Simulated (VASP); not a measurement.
Set up this calculation in VASP 6.6.1, as the native input.

```yaml
Task: single point
Functional: PBE-based screened hybrid with 25 % exact exchange
Potentials_or_basis: VASP PAW PBE potentials, release 64 (Sb, Ga_d)
Cutoff: 520 eV
k_mesh: 5 × 5 × 5
Occupations: fermi-dirac, width 0.05 eV
Spin: no spin polarisation
Dipole_correction: no
Grid_for_exact_exchange_PRECFOCK: Normal
Share_of_exact_exchange: 0.25
Further_INCAR_settings: ALGO = Normal; EDIFF = 1e-06; NBANDS = 16
Screening_parameter: 0.15 1/Å
```

The system is GaSb.

```
CELL_PARAMETERS angstrom
-2.75343 2.75343 1.59071
2.75343 -2.75343 1.59071
2.75343 2.75343 -1.59071
ATOMIC_POSITIONS crystal
Sb 0.00000 0.00000 0.00000
Ga 0.75000 0.25000 0.50000
```

One way to write it, as run:

POSCAR

```
GaSb
1.0
   -2.7534340000      2.7534340000      1.5907070000
    2.7534340000     -2.7534340000      1.5907070000
    2.7534340000      2.7534340000     -1.5907070000
Sb Ga
1 1
Direct
    0.0000000000      0.0000000000      0.0000000000
    0.7500000000      0.2500000000      0.5000000000
```

INCAR.step1

```
SYSTEM = GaSb
PREC = Accurate ; ENCUT = 520
EDIFF = 1E-5 ; ISMEAR = -1
SIGMA = 0.05 ; LREAL = .False.
LASPH = .True. ; NELM = 60
ALGO = Normal ; ISIF = 2
LWAVE = .True. ; LCHARG = .False.
NBANDS = 16 ; GGA = PE
LUSENCCL = .False.
```

INCAR.step2

```
SYSTEM = GaSb
PREC = Accurate ; ENCUT = 520
EDIFF = 1E-6 ; ISMEAR = -1
SIGMA = 0.05 ; LREAL = .False.
LASPH = .True. ; NELM = 60
ALGO = Normal ; ISIF = 2
LWAVE = .False. ; LCHARG = .False.
GGA = PE ; LHFCALC = .True.
AEXX = 0.25 ; HFSCREEN = 0.15
PRECFOCK = Normal ; NBANDS = 16
ISTART = 1 ; LUSENCCL = .False.
```

KPOINTS

```
regular mesh
0
Gamma
  5 5 5
  0 0 0
```

Potentials or basis: VASP PAW PBE potentials, release 64 (Sb, Ga_d).

Launch:

```bash
$ cat potpaw_PBE.64/Sb/POTCAR potpaw_PBE.64/Ga_d/POTCAR > POTCAR
$ cp INCAR.step1 INCAR
$ mpirun -np 1 vasp_std > vasp.out
$ cp INCAR.step2 INCAR
$ mpirun -np 1 vasp_std > vasp.out
```

Results of the run:

The pressure is -2.3 GPa and the band gap on the k mesh is zero (bands 9 and 10 overlap by 3.07 eV).

Caveat: the k points lie up to 0.46 Å⁻¹ apart, too coarse for converged energies and pressures of a metal; the PAW data sets were made with another functional, which shifts forces and pressure a little; spin-orbit coupling is left out, which moves the levels of the heavy elements.

It took 27 min on 1 × NVIDIA H100 80GB with 1 thread of AMD EPYC 7R13 Processor (Zen 3) (shared host), peak memory 1.2 GiB.
